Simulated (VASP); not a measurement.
## CdI2: density of states with PBE

The system is CdI2.

```xyz
3
Lattice="4.2440 0.0000 0.0000 -2.1220 3.6754 0.0000 0.0000 0.0000 6.8590" Properties=species:S:1:pos:R:3 pbc="T T T"
Cd    0.0000    0.0000    0.0000
I     0.0000    2.4503    1.7093
I     2.1220    1.2251    5.1497
```

```yaml
Program: VASP 6.6.1
Task: density of states
Functional: PBE
Potentials_or_basis: VASP PAW PBE potentials, release 64 (Cd, I)
Cutoff: 400 eV
k_mesh: 7 × 7 × 4
Occupations: fermi-dirac, width 0.02 eV
Spin: no spin polarisation
Dipole_correction: no
k_mesh_for_the_DOS: 11 × 11 × 6
Occupations_for_the_DOS: tetrahedron
Further_INCAR_settings: ALGO = Normal; EDIFF = 1e-06
```

- Valence electrons inside the program's atomic spheres: Cd 10.20; I 4.30

Levels at points of the mesh, in eV from the valence-band top:
| k point | band 11 | band 12 | band 13 | band 14 | band 15 | band 16 |
| --- | --- | --- | --- | --- | --- | --- |
| (0.00, 0.00, 0.00) | -0.16 | -0.16 | -0.13 | 2.48 | 4.46 | 6.33 |
| (0.00, 0.00, 0.50) | -0.43 | -0.01 | -0.01 | 3.60 | 4.50 | 6.12 |

Run time: 88 s on 1 thread of Intel(R) Xeon(R) Platinum 8375C CPU @ 2.90GHz (Ice Lake), on a shared host, peak memory 0.24 GiB.

Caveat: spin-orbit coupling is left out, which moves the levels of the heavy elements.
